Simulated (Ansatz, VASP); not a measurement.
# AlN in VASP and in Ansatz

The input INCAR:

```
SYSTEM = AlN
ALGO = Normal
EDIFF = 1E-7
ENCUT = 520
GGA = PS
ISIF = 2
ISMEAR = 0
LASPH = .TRUE.
LCHARG = .FALSE.
LREAL = .FALSE.
LWAVE = .FALSE.
NBANDS = 26
NELM = 80
PREC = Accurate
SIGMA = 0.05
```

KPOINTS

```
k-points
0
G
  8 8 8
  0 0 0
```

The input POSCAR:

```
AlN
1.0
   -3.1135599857      0.0000000000      0.0000000000
    0.0000000000      5.3928440876      0.0000000000
    1.5567799928     -2.6964220438     -4.9833504711
Al N
4 4
Direct
    1.0105479259      0.3373909551      0.9984850782
    0.5105479259      0.8373909551      0.9984850782
    0.2379371523      0.9110941231      0.4984850782
    0.7379371523      0.4110941231      0.4984850782
    0.7981596697      0.1519771472      0.6165193726
    0.2981596697      0.6519771472      0.6165193726
    0.0683597029      0.7145422254      0.1165193726
    0.5683597029      0.2145422254      0.1165193726
```

Input for Ansatz:

```yaml
crystal:
  lattice:
    - [-3.1135599857, 0.0, 0.0]
    - [0.0, 5.3928440876, 0.0]
    - [1.5567799928, -2.6964220438, -4.9833504711]
  atoms:
    - { symbol: Al, position: [1.0105479259, 0.3373909551, 0.9984850782] }
    - { symbol: Al, position: [0.5105479259, 0.8373909551, 0.9984850782] }
    - { symbol: Al, position: [0.2379371523, 0.9110941231, 0.4984850782] }
    - { symbol: Al, position: [0.7379371523, 0.4110941231, 0.4984850782] }
    - { symbol: "N", position: [0.7981596697, 0.1519771472, 0.6165193726] }
    - { symbol: "N", position: [0.2981596697, 0.6519771472, 0.6165193726] }
    - { symbol: "N", position: [0.0683597029, 0.7145422254, 0.1165193726] }
    - { symbol: "N", position: [0.5683597029, 0.2145422254, 0.1165193726] }
basis:
  ecutwfc: 520.0
kpoints:
  mp_grid: { grid: [8, 8, 8] }
hamiltonian:
  xc: pbesol
  pseudopotentials: { kind: paw, azcp: { folder: soft_1 } }
scf:
  occupations: { method: gaussian, width: 0.05 }
output:
  forces: true
  stress: true
  eigenvalues: true
```

Change from the starting cell: mode 4 frozen in at -0.035 Å and mode 15 at +0.056 Å (largest displacements).

Alike in both runs: task single point; functional PBEsol; k mesh 8 × 8 × 8; occupations gaussian, width 0.05 eV; no spin polarisation.

|  | VASP | Ansatz |
| --- | --- | --- |
| version | VASP 6.6.1 | Ansatz 0.2.0 |
| potentials or method | VASP PAW PBE potentials, release 64 (Al, N), cutoff 520 eV | scalar-relativistic, plane waves, PAW |
| valence electrons in the cell | 32 | 32 |

```tsv
	VASP	Ansatz	Ansatz less VASP
gap on the k mesh at the Fermi level (eV)	4.08	4.06	-0.016
least direct gap on the mesh (eV)	4.08	4.06	-0.016
pressure (GPa)	1.0	1.0	-0.03
traceless stress, the component that is largest in VASP (GPa)	7.32	7.22	-0.100
rms of the force components (eV/Å)	0.795	0.788	-0.0072
```

VASP's potentials were made for PBE, not for PBEsol, and Ansatz warns of the same on its side. Atom by atom the forces differ by 0.007 eV/Å (rms over components).
